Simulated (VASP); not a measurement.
# Ni (Fm-3m) in VASP: a series of runs, part 2 of 2

VASP 6.6.1.

### 5 Single point, PBE, collinear spin, antiferromagnetic start

This run uses another cell than the first one: it holds 2 atoms, not 1.

INCAR

```
PREC = Accurate
ENCUT = 520
EDIFF = 1E-6
ISMEAR = 0
SIGMA = 0.05
LREAL = F
LASPH = T
NELM = 150
ALGO = Normal
ISIF = 2
LWAVE = F
LCHARG = T
ISPIN = 2
MAGMOM = 0.8 -0.8
LORBIT = 11
LMAXMIX = 4
GGA = PE
LELF = T
LVHAR = T
NBANDS = 21
```

KPOINTS

```
Automatic mesh
0
Gamma
  14 14 10
```

POSCAR

```
Ni
1.0
    0.0000000000      1.7593096190     -1.7593096190
    0.0000000000      1.7593096190      1.7593096190
    3.5186192380      0.0000000000      0.0000000000
Ni
2
Direct
    0.0000000000      0.0000000000      0.0000000000
    0.5000000000      0.5000000000      0.5000000000
```

The run is started by

```console
> cat potpaw_PBE.64/Ni/POTCAR > POTCAR
> mpirun -np 1 vasp_std > vasp.out
```

It took 68 s on 1 thread of Intel Xeon 6975P-C (Granite Rapids), shared host; peak memory 0.24 GiB.

Results (log left out):

* Free energy: -10.8317 eV
* Pressure: -1.0 GPa
* Band gap on the k mesh: zero (filled and empty bands overlap)
* Net moment: 0.00 μB per cell
* Site moments: Ni +0.20, -0.20 μB
* Valence electrons inside the program's atomic spheres: Ni 9.31

Stress tensor (GPa, compression positive):
```
-1.43  0.00  0.00
 0.00 -0.82  0.00
 0.00  0.00 -0.82
```

Levels at points of the mesh, in eV from the Fermi level:
Spin up:
```
           k point  band 6  band 7  band 8  band 9  band 10  band 11  band 12  band 13  band 14  band 15
(0.00, 0.00, 0.00)   -1.82   -0.75   -0.74   -0.02     0.17     0.17     2.62     9.54    15.02    15.02
(0.50, 0.00, 0.00)   -2.15   -1.24   -1.15   -0.85    -0.69     1.32     1.59    11.79    11.81    13.13
(0.50, 0.50, 0.00)   -0.05    0.06    0.17    0.17     0.40     2.62     2.62     9.52     9.55    15.00
(0.00, 0.00, 0.50)   -1.29   -1.06   -1.06   -0.91    -0.91    -0.44    -0.34    19.48    19.48    19.49
(0.50, 0.00, 0.50)   -1.77   -0.13   -0.13   -0.12    -0.03     0.02     0.11     6.05     6.09    22.33
(0.50, 0.50, 0.50)   -2.49   -0.94   -0.71   -0.04     0.40     8.01     8.01     8.02     8.02    10.23
```
Spin down:
| k point | band 7 | band 8 | band 9 | band 10 | band 11 | band 12 | band 13 | band 14 |
| --- | --- | --- | --- | --- | --- | --- | --- | --- |
| (0.00, 0.00, 0.00) | -0.75 | -0.74 | -0.02 | 0.17 | 0.17 | 2.62 | 9.54 | 15.02 |
| (0.50, 0.00, 0.00) | -1.24 | -1.15 | -0.85 | -0.69 | 1.32 | 1.59 | 11.79 | 11.81 |
| (0.50, 0.50, 0.00) | 0.06 | 0.17 | 0.17 | 0.40 | 2.62 | 2.62 | 9.52 | 9.55 |
| (0.00, 0.00, 0.50) | -1.06 | -1.06 | -0.91 | -0.91 | -0.44 | -0.34 | 19.48 | 19.48 |
| (0.50, 0.00, 0.50) | -0.13 | -0.13 | -0.12 | -0.03 | 0.02 | 0.11 | 6.05 | 6.09 |
| (0.50, 0.50, 0.50) | -0.94 | -0.71 | -0.04 | 0.40 | 8.01 | 8.01 | 8.02 | 8.02 |

### 6 Single point, PBE, collinear spin, ferromagnetic start

This run uses another cell than the first one: it holds 2 atoms, not 1.

INCAR

```
PREC = Accurate
ENCUT = 520
EDIFF = 1E-6
ISMEAR = 0
SIGMA = 0.05
LREAL = False
LASPH = True
NELM = 150
ALGO = Fast
ISIF = 2
LWAVE = False
LCHARG = True
ISPIN = 2
MAGMOM = 0.8 0.8
LORBIT = 11
LMAXMIX = 4
GGA = PE
LELF = True
LVHAR = True
NBANDS = 21
```

KPOINTS

```
regular mesh
0
Gamma
  16 16 16
```

POSCAR

```
Ni
1.0
   -1.7593096190     -1.7593096190      3.5186192380
   -3.5186192380     -1.7593096190      1.7593096190
   -1.7593096190     -3.5186192380      1.7593096190
Ni
2
Direct
    0.0000000000      0.0000000000      0.0000000000
    0.5000000000      0.5000000000      0.5000000000
```

Potentials or basis: VASP PAW PBE potentials, release 64 (Ni).

The run is started by

```console
> cat potpaw_PBE.64/Ni/POTCAR > POTCAR
> mpirun -np 1 vasp_std > vasp.out
```

It took 7.9 min on 1 thread of AMD EPYC 9R14 (Zen 4), shared host; peak memory 0.37 GiB.

The run converged, but its numbers aren't listed here, since they failed a check.

Caveat: the result breaks the symmetry of the cell.

### 7 Single point, PBE, collinear spin, antiferromagnetic start

This run uses another cell than the first one: it holds 2 atoms, not 1.

INCAR

```
  ALGO = Normal
  EDIFF = 1E-6
  ENCUT = 520
  GGA = PE
  ISIF = 2
  ISMEAR = 0
  ISPIN = 2
  LASPH = T
  LCHARG = F
  LMAXMIX = 4
  LORBIT = 11
  LREAL = F
  LWAVE = F
  MAGMOM = 0.8 -0.8
  NBANDS = 21
  NELM = 150
  PREC = Accurate
  SIGMA = 0.05
```

KPOINTS

```
k-points
0
Gamma
  16 16 16
```

POSCAR is that of step 6.

Potentials or basis: VASP PAW PBE potentials, release 64 (Ni).

The run is started by

```console
> cat potpaw_PBE.64/Ni/POTCAR > POTCAR
> mpirun -np 1 vasp_std > vasp.out
```

OUTCAR:

```text
EDIFF = 1E-6
   ENCUT = 520
   GGA = PE
   ISIF = 2
   ISMEAR = 0
   ISPIN = 2
   LASPH = T
   LORBIT = 11
   LREAL = F
   NELM = 150
   PREC = Accurate

 ion  position               nearest neighbor table
   1  0.000  0.000  0.000-   2 2.49   2 2.49   2 2.49   2 2.49   2 2.49   2 2.49
   2  0.500  0.500  0.500-   1 2.49   1 2.49   1 2.49   1 2.49   1 2.49   1 2.49

  LATTYP: Found a trigonal (rhomboedric) cell.
 ALAT       =     4.3094108661
 COS(alpha) =     0.8333333333

  Lattice vectors:

 A1 = (  -1.7593096190,  -1.7593096190,   3.5186192380)
 A2 = (  -3.5186192380,  -1.7593096190,   1.7593096190)
 A3 = (  -1.7593096190,  -3.5186192380,   1.7593096190)

Analysis of symmetry for initial positions (statically):
=====================================================================
 Subroutine PRICEL returns following result:

  LATTYP: Found a face centered cubic cell.
 ALAT       =     3.5186192380
[... 12 lines left out ...]
 Subroutine GETGRP returns: Found 12 space group operations
 (whereof 12 operations were pure point group operations)
 out of a pool of 12 trial point group operations.

The static configuration has the point symmetry D_3d.

Analysis of symmetry for dynamics (positions and initial velocities):
=====================================================================
 Subroutine PRICEL returns following result:

  LATTYP: Found a face centered cubic cell.
 ALAT       =     3.5186192380
[... 12 lines left out ...]
 Subroutine GETGRP returns: Found 12 space group operations
 (whereof 12 operations were pure point group operations)
 out of a pool of 12 trial point group operations.

The dynamic configuration has the point symmetry D_3d.

Analysis of structural, dynamic, and magnetic symmetry:
=====================================================================
 Subroutine PRICEL returns following result:

  LATTYP: Found a face centered cubic cell.
 ALAT       =     3.5186192380
[... 148 lines left out ...]
  volume of cell :       21.78
 maximum number of plane-waves:       604
   NGX = 15   NGY = 15   NGZ = 15

 number of electron      20.0000004 magnetization       0.0000000

 number of electron      20.0000004 magnetization      -0.0000000

 Free energy of the ion-electron system (eV)
  ---------------------------------------------------
  ext. energy  EPLUGINS =         0.00000000
  ---------------------------------------------------
  free energy    TOTEN  =       -10.83514938 eV

  energy without entropy =      -10.82769839  energy(sigma->0) =      -10.83142389

 E-fermi :   9.1953     XC(G=0): -13.2479

 val. band max:        9.1949311074   @ k =   0.5000   0.3750   0.1250
 cond. band min:       9.1970320853   @ k =  -0.3125   0.2500   0.1250
 fundamental gap:      0.0021009779
 Fermi energy:         9.1953425516

 spin component 1

 k-point     1 :       0.0000    0.0000    0.0000
  band No.  band energies     occupation
      1       0.3414      1.00000
      2       4.7590      1.00000
      3       7.1660      1.00000
      4       7.1660      1.00000
      5       7.3422      1.00000
      6       7.4149      1.00000
[... 565 lines left out ...]
     20      37.4981      0.00000
     21      38.4520      0.00000

 [... further k-points ...]

 spin component 2

 k-point     1 :       0.0000    0.0000    0.0000
  band No.  band energies     occupation
      1       0.3414      1.00000
      2       4.7590      1.00000
      3       7.1660      1.00000
      4       7.1660      1.00000
      5       7.3422      1.00000
      6       7.4149      1.00000
[... 565 lines left out ...]
     20      37.4981      0.00000
     21      38.4520      0.00000

 [... further k-points ...]
[... 5 lines left out ...]
  --------------------------------------------------------------------------------------
  -------------------------------------------------------------------------------------
  Total       -0.1224655     -0.1224655     -0.1224655      0.0427992     -0.0427992     -0.0427992
  in kB       -9.0081887     -9.0081887     -9.0081887      3.1481806     -3.1481806     -3.1481806
  external PRESSURE =      -9.0081887 kB  Pullay stress =       0.0000000 kB

 VOLUME and BASIS-vectors are now :
 -----------------------------------------------------------------------------
  energy-cutoff  :      520.00
  volume of cell :       21.78
      direct lattice vectors                 reciprocal lattice vectors
    -1.759309619 -1.759309619  3.518619238     0.142101195  0.142101195  0.426303586
    -3.518619238 -1.759309619  1.759309619    -0.426303586  0.142101195 -0.142101195
    -1.759309619 -3.518619238  1.759309619     0.142101195 -0.426303586 -0.142101195

 POSITION                                       TOTAL-FORCE (eV/Angst)
 -----------------------------------------------------------------------------------
      0.00000      0.00000      0.00000        -0.000000     -0.000000     -0.000000
     -3.51862     -3.51862      3.51862         0.000000      0.000000      0.000000
 -----------------------------------------------------------------------------------
    total drift:                               -0.000000      0.000000     -0.000000

  FREE ENERGIE OF THE ION-ELECTRON SYSTEM (eV)
  ---------------------------------------------------
  free  energy   TOTEN  =       -10.8351493810 eV

  energy  without entropy=      -10.8276983941  energy(sigma->0) =      -10.83142389

 total charge

# of ion       s       p       d       tot
------------------------------------------
    1        0.494   0.492   8.324   9.310
    2        0.494   0.492   8.324   9.310
--------------------------------------------------
tot          0.987   0.985  16.648  18.620

 magnetization (x)

# of ion       s       p       d       tot
------------------------------------------
    1       -0.001   0.000   0.284   0.283
    2        0.001  -0.000  -0.284  -0.283
--------------------------------------------------
tot          0.000   0.000   0.000   0.000
```

stdout:

```text
POSCAR found type information on POSCAR Ni
 POSCAR found :  1 types and       2 ions
 scaLAPACK will be used
 LDA part: xc-table for (Slater+PW92), standard interpolation
 POSCAR, INCAR and KPOINTS ok, starting setup
 FFT: planning ... GRIDC
 FFT: planning ... GRID_SOFT
 FFT: planning ... GRID
 WAVECAR not read
 entering main loop
```

Wall time 6.9 min (1 thread of AMD EPYC 9R14 (Zen 4), shared host); peak memory 0.37 GiB.

The run converged, but its numbers aren't listed here, since they failed a check.

Caveat: the result breaks the symmetry of the cell.

### 8 Summary

| spin | cell | k mesh | gap on the mesh (eV) | pressure (GPa) | moment (μB) |
| --- | --- | --- | --- | --- | --- |
| off | a = 2.488 Å, angles 60.0°, 1 atom, atomic positions A | 22 × 22 × 22 | none | -1.3 | - |
| collinear, ferromagnetic start | a = 2.488 Å, angles 60.0°, 1 atom, atomic positions A | 22 × 22 × 22 | none | 0.0 | 0.64 |
| collinear, ferromagnetic start | a = 2.488, b = 2.488, c = 3.519 Å, 2 atoms, atomic positions B | 14 × 14 × 10 | none | -0.3 | 1.22 |
| collinear, antiferromagnetic start | a = 2.488, b = 2.488, c = 3.519 Å, 2 atoms, atomic positions B | 14 × 14 × 10 | none | -1.0 | 0.00 |

Alike in all rows: task single point; level PBE; potentials or basis VASP PAW PBE potentials, release 64 (Ni); cutoff (eV) 520; smearing gaussian 0.05 eV.

Absolute energies hang on the potentials; compare differences alone.
